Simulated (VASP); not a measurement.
# GeSb2Te4 (R3m) in VASP: a series of runs, part 2 of 2

VASP 6.6.1. Earlier steps stand in the parts before.

## (3) Single point, PBE (the distance across one plane changed)

Contents of INCAR:

```
SYSTEM = GeSb2Te4
ALGO = Normal ; EDIFF = 1E-6
ENCUT = 520 ; GGA = PE
ISIF = 2 ; ISMEAR = 0
ISYM = 0 ; KPAR = 4
LASPH = .True. ; LCHARG = .False.
LREAL = .False. ; LWAVE = .False.
NBANDS = 33 ; NELM = 80
PREC = Accurate ; SIGMA = 0.03
```

Contents of KPOINTS:

```
k-points
0
Gamma
  9 9 3
  0 0 0
```

Contents of POSCAR:

```
GeSb2Te4
1.0
   -4.2977010893      0.0000000000      0.0000000000
   -2.1488505447     -3.7219183212      0.0000000000
    2.1488505447      1.2406394404     20.1302728042
Ge Sb Te
1 2 4
Direct
    0.4796455751      0.4796455751      0.6472867253
    0.3776339647      0.3776339647      0.3412518942
    0.9776894601      0.9776894601      0.1414183803
    0.7896442304      0.7896442304      0.5772826912
    0.0726219254      0.0726219254      0.4262157761
    0.6770479689      0.6770479689      0.2394939066
    0.2821093050      0.2821093050      0.0546779150
```

Potentials or basis: VASP PAW PBE potentials, release 64 (Ge_d, Sb, Te).

The run is started by

```sh
cat potpaw_PBE.64/Ge_d/POTCAR potpaw_PBE.64/Sb/POTCAR potpaw_PBE.64/Te/POTCAR > POTCAR
mpirun -np 4 vasp_std > vasp.out
```

OUTCAR:

```text
SYSTEM = GeSb2Te4
   EDIFF = 1E-6
   ENCUT = 520
   GGA = PE
   ISIF = 2
   ISMEAR = 0
   ISYM = 0
   LASPH = .True.
   LREAL = .False.
   NELM = 80
   PREC = Accurate

 ion  position               nearest neighbor table
   1  0.480  0.480  0.647-   4 2.85   4 2.85   4 2.85
   2  0.378  0.378  0.341-   5 3.01   5 3.01   5 3.01   6 3.22   6 3.22   6 3.22
   3  0.978  0.978  0.141-   7 3.03   7 3.03   7 3.03   6 3.17   6 3.17   6 3.17
   4  0.790  0.790  0.577-   1 2.85   1 2.85   1 2.85
   5  0.073  0.073  0.426-   2 3.01   2 3.01   2 3.01
   6  0.677  0.677  0.239-   3 3.17   3 3.17   3 3.17   2 3.22   2 3.22   2 3.22
   7  0.282  0.282  0.055-   3 3.03   3 3.03   3 3.03

IMPORTANT INFORMATION: All symmetrisations will be switched off!
NOSYMM: (Re-)initialisation of all symmetry stuff for point group C_1.

----------------------------------------------------------------------------------------

                                     Primitive cell

  volume of cell :     321.9977

  direct lattice vectors                    reciprocal lattice vectors
    -4.297701089  0.000000000  0.000000000    -0.232682539  0.134339326  0.016558809
    -2.148850545 -3.721918321  0.000000000     0.000000000 -0.268678653  0.016558809
     2.148850545  1.240639440 20.130272804     0.000000000  0.000000000  0.049676426

  length of vectors
     4.297701089  4.297701089 20.282618866     0.269188433  0.269188433  0.049676426

  position of ions in fractional coordinates (direct lattice)
     0.479645575  0.479645575  0.647286725
     0.377633965  0.377633965  0.341251894
     0.977689460  0.977689460  0.141418380
     0.789644230  0.789644230  0.577282691
     0.072621925  0.072621925  0.426215776
     0.677047969  0.677047969  0.239493907
     0.282109305  0.282109305  0.054677915

  ion indices of the primitive-cell ions
   primitive index   ion index
                 1           1
                 2           2
                 3           3
                 4           4
                 5           5
                 6           6
                 7           7

----------------------------------------------------------------------------------------

 KPOINTS: k-points

Automatic generation of k-mesh.
 Grid dimensions read from file:
 generate k-points for:    9    9    3

 Generating k-lattice:

  Cartesian coordinates                     Fractional coordinates (reciprocal lattice)
    -0.025853615  0.014926592  0.001839868     0.111111111  0.000000000 -0.000000000
     0.000000000 -0.029853184  0.001839868     0.000000000  0.111111111 -0.000000000
     0.000000000  0.000000000  0.016558809     0.000000000  0.000000000  0.333333333

  Length of vectors
     0.029909826  0.029909826  0.016558809

  Shift w.r.t. Gamma in fractional coordinates (k-lattice)
     0.000000000  0.000000000  0.000000000

 -----------------------------------------------------------------------------
|                                                                             |
|           W    W    AA    RRRRR   N    N  II  N    N   GGGG   !!!           |
|           W    W   A  A   R    R  NN   N  II  NN   N  G    G  !!!           |
|           W    W  A    A  R    R  N N  N  II  N N  N  G       !!!           |
|           W WW W  AAAAAA  RRRRR   N  N N  II  N  N N  G  GGG   !            |
[... 45 lines left out ...]
 -0.111111  0.222222  0.000000      2.000000
  0.000000  0.333333 -0.000000      2.000000
 [... further k-points ...]
   k-points           NKPTS =    122   k-points in BZ     NKDIM =    122   number of bands    NBANDS=     33
   number of dos      NEDOS =    301   number of ions     NIONS =      7
   total plane-waves  NPLWV = 163840
   dimension x,y,z NGX =    32 NGY =   32 NGZ =  160
   dimension x,y,z NGXF=    64 NGYF=   64 NGZF=  320
   ions per type =               1   2   4
   NGX,Y,Z   is equivalent  to a cutoff of  12.38, 12.38, 13.11 a.u.
   NGXF,Y,Z  is equivalent  to a cutoff of  24.76, 24.76, 26.23 a.u.
 SYSTEM =  GeSb2Te4
   PREC   = accura    normal or accurate (medium, high low for compatibility)
   ISTART =      0    job   : 0-new  1-cont  2-samecut
   ICHARG =      2    charge: 1-file 2-atom 10-const
   ISPIN  =      1    spin polarized calculation?
   LNONCOLLINEAR =      F non collinear calculations
   LSORBIT =      F    spin-orbit coupling
   LASPH  =      T    aspherical Exc in radial PAW
   ENCUT  =  520.0 eV  38.22 Ry    6.18 a.u.   7.99  7.99 37.71*2*pi/ulx,y,z
   NELM   =     80;   NELMIN=  2; NELMDL= -5     # of ELM steps
   EDIFF  = 0.1E-05   stopping-criterion for ELM
   LREAL  =      F    real-space projection
   EDIFFG = 0.1E-04   stopping-criterion for IOM
   NSW    =      0    number of steps for IOM
   IBRION =     -1    ionic relax: 0-MD 1-quasi-New 2-CG
   NFREE  =      0    steps in history (QN), initial steepest desc. (CG)
   ISIF   =      2    stress and relaxation
   ISYM   =      0    0-nonsym 1-usesym 2-fastsym
   POTIM  = 0.5000    time-step for ionic-motion
   TEBEG  =    0.0;   TEEND  =   0.0 temperature during run
   PSTRESS=    0.0 pullay stress
   NELECT =      48.0000    total number of electrons
   NUPDOWN=      -1.0000    fix difference up-down
   EMIN   =  10.00;   EMAX   =-10.00  energy-range for DOS
   EFERMI =   0.00;   METHOD = LEGACY
   ISMEAR =     0;   SIGMA  =   0.03  broadening in eV -4-tet -1-fermi 0-gaus
   EFERMI_NEDOS =   21; number of points for ismear=-14 and -15
   IALGO  =     38    algorithm
   IMIX   =      4    mixing-type and parameters
     AMIX     =   0.40;   BMIX     =  1.00
     AMIX_MAG =   1.60;   BMIX_MAG =  1.00
  volume/ion in A,a.u.               =      46.00       310.42
  Fermi-wavevector in a.u.,A,eV,Ry     =   0.868036  1.640350 10.251803  0.753486
  Thomas-Fermi vector in A             =   1.986656
   LORBIT       =      0    0 simple, 1 ext, 2 COOP (PROOUT), +10 PAW based schemes
   GGA     = PE    functional components
   LHFCALC =     F    Hartree Fock is set to
   AEXX    =    0.0000 exact exchange contribution
   IVDW    =     0    specifies the selected vdW correction
   LEPSILON=     F    determine dielectric tensor
   LRPA    =     F    only Hartree local field effects (RPA)
 non-spin polarized calculation
 Gauss-broadening in eV      SIGMA  =   0.03
  energy-cutoff  :      520.00
  volume of cell :      322.00
 maximum number of plane-waves:      8700
   NGX = 15   NGY = 15   NGZ = 75

 number of electron      47.9999991 magnetization

 Free energy of the ion-electron system (eV)
  ---------------------------------------------------
  ext. energy  EPLUGINS =         0.00000000
  ---------------------------------------------------
  free energy    TOTEN  =       -25.80934408 eV

  energy without entropy =      -25.80934336  energy(sigma->0) =      -25.80934372

 E-fermi :   2.8405     XC(G=0):  -7.0588

 val. band max:        2.7655763504   @ k =   0.0000   0.0000   0.3333
 cond. band min:       2.9160281304   @ k =   0.0000   0.0000   0.3333
 fundamental gap:      0.1504517800
 Fermi energy:         2.8404930785

 k-point     1 :       0.0000    0.0000    0.0000
  band No.  band energies     occupation
      1     -22.2311      2.00000
      2     -22.2311      2.00000
      3     -22.2181      2.00000
      4     -22.2181      2.00000
      5     -22.2131      2.00000
      6     -10.0621      2.00000
[... 853 lines left out ...]
     32       5.7760      0.00000
     33       6.1655      0.00000

 [... further k-points ...]

------------------------ aborting loop because EDIFF is reached ----------------------------------------

  FORCE on cell =-STRESS in cart. coord.  units (eV):
  Direction    XX          YY          ZZ          XY          YZ          ZX
  --------------------------------------------------------------------------------------
  -------------------------------------------------------------------------------------
  Total       -1.1486441     -1.1487420     -0.0595742      0.0000754     -0.0000416     -0.0001225
  in kB       -5.7153570     -5.7158441     -0.2964256      0.0003749     -0.0002068     -0.0006094
  external PRESSURE =      -3.9092089 kB  Pullay stress =       0.0000000 kB

 VOLUME and BASIS-vectors are now :
 -----------------------------------------------------------------------------
  energy-cutoff  :      520.00
  volume of cell :      322.00
      direct lattice vectors                 reciprocal lattice vectors
    -4.297701089  0.000000000  0.000000000    -0.232682539  0.134339326  0.016558809
    -2.148850545 -3.721918321  0.000000000     0.000000000 -0.268678653  0.016558809
     2.148850545  1.240639440 20.130272804     0.000000000  0.000000000  0.049676426

 POSITION                                       TOTAL-FORCE (eV/Angst)
 -----------------------------------------------------------------------------------
     -1.70114     -0.98215     13.03006        -0.000081     -0.000044      0.141369
     -1.70114     -0.98215      6.86949        -0.000023     -0.000011     -0.172298
     -5.99884     -3.46343      2.84679         0.000015      0.000005     -0.262980
     -3.84999     -2.22279     11.62086         0.000018      0.000009     -0.095882
      0.44771      0.25849      8.57984         0.000037      0.000023      0.004295
     -3.84999     -2.22279      4.82108         0.000005      0.000000      0.176115
     -1.70114     -0.98215      1.10068         0.000029      0.000017      0.209382
 -----------------------------------------------------------------------------------
    total drift:                               -0.000115     -0.000062     -0.003400

  FREE ENERGIE OF THE ION-ELECTRON SYSTEM (eV)
  ---------------------------------------------------
  free  energy   TOTEN  =       -25.8093440806 eV

  energy  without entropy=      -25.8093433571  energy(sigma->0) =      -25.80934372
```

Run time: 9.7 min. Hardware: 4 MPI ranks of Oxide Virtual Turin-like, shared host; peak memory 1.3 GiB.

What came out:

| Item | Value |
| --- | --- |
| Free energy | -25.8093 eV |
| Largest force | 0.263 eV/Å |
| Band gap on the k mesh | 0.15 eV |

Forces on the atoms (eV/Å):
```
Ge   0.000  0.000  0.141
Sb   0.000  0.000 -0.172
Sb   0.000  0.000 -0.263
Te   0.000  0.000 -0.096
Te   0.000  0.000  0.004
Te   0.000  0.000  0.176
Te   0.000  0.000  0.209
```

Levels at points of the mesh, in eV from the valence-band top:
| k point | band 21 | band 22 | band 23 | band 24 | band 25 | band 26 | band 27 | band 28 |
| --- | --- | --- | --- | --- | --- | --- | --- | --- |
| (0.00, 0.00, 0.00) | -0.97 | -0.97 | -0.91 | 0.00 | 0.15 | 0.52 | 0.77 | 0.77 |

Caveat: the cell differs from its parent crystal (the distance across one plane changed); there is no dipole correction, which matters where the two faces differ; semilocal functionals underestimate gaps, and a narrow one can read as zero; spin-orbit coupling is left out, which moves the levels of the heavy elements.
